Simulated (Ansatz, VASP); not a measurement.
**Two plane-wave programs on C**

The input INCAR:

```
  PREC = Accurate
  ENCUT = 520
  EDIFF = 1E-6
  ISMEAR = 0
  SIGMA = 0.1
  LREAL = False
  LASPH = True
  NELM = 60
  ALGO = Normal
  ISIF = 2
  LWAVE = False
  LCHARG = False
  LDIPOL = True
  IDIPOL = 3
  DIPOL = 0.5 0.5 0.345
  GGA = PE
  IVDW = 12
  NBANDS = 16
```

File KPOINTS:

```
regular mesh
0
Gamma
  15 15 1
```

The input POSCAR:

```
C
1.0
    2.4657189590      0.0000000000      0.0000000000
   -1.2328594795      2.1353752571      0.0000000000
    0.0000000000      0.0000000000     17.5000000000
C
4
Direct
    0.3333333333      0.6666666667      0.2571428571
    0.6666666667      0.3333333333      0.2571428571
    0.3333333333      0.8333333333      0.4320000000
    0.0000000000      1.1666666667      0.4320000000
```

Input for Ansatz:

```yaml
crystal:
  lattice:
    - [2.465718959, 0.0, 0.0]
    - [-1.2328594795, 2.1353752571, 0.0]
    - [0.0, 0.0, 17.5]
  atoms:
    - { symbol: C, position: [0.3333333333, 0.6666666667, 0.2571428571] }
    - { symbol: C, position: [0.6666666667, 0.3333333333, 0.2571428571] }
    - { symbol: C, position: [0.3333333333, 0.8333333333, 0.432] }
    - { symbol: C, position: [0.0, 1.1666666667, 0.432] }
basis:
  ecutwfc: 420
kpoints:
  mp_grid: { grid: [15, 15, 1] }
hamiltonian:
  xc: pbe
  dispersion: d3bj
scf:
  occupations: { method: gaussian, width: 0.1 }
output:
  forces: true
  eigenvalues: true
efield:
  axis: 3
  dipole_correction: true
  ramp_width: 0.04
```

Alike in both runs: task single point; functional PBE; dispersion D3(BJ); k mesh 15 × 15 × 1; occupations gaussian, width 0.1 eV; no spin polarisation.

```csv
,VASP,Ansatz
version,VASP 6.6.1,Ansatz 0.2.0
potentials or method,"VASP PAW PBE potentials, release 64 (C), cutoff 520 eV","scalar-relativistic, plane waves, PAW"
valence electrons in the cell,16,16
```

|  | VASP | Ansatz | Ansatz less VASP |
| --- | --- | --- | --- |
| gap on the k mesh at the Fermi level (eV) | 0.37 | 0.37 | 0.000 |
| least direct gap on the mesh (eV) | 0.37 | 0.37 | 0.000 |
| rms of the force components (eV/Å) | 0.066 | 0.065 | -0.0002 |

Atom by atom the forces differ by 0.000 eV/Å (rms over components).
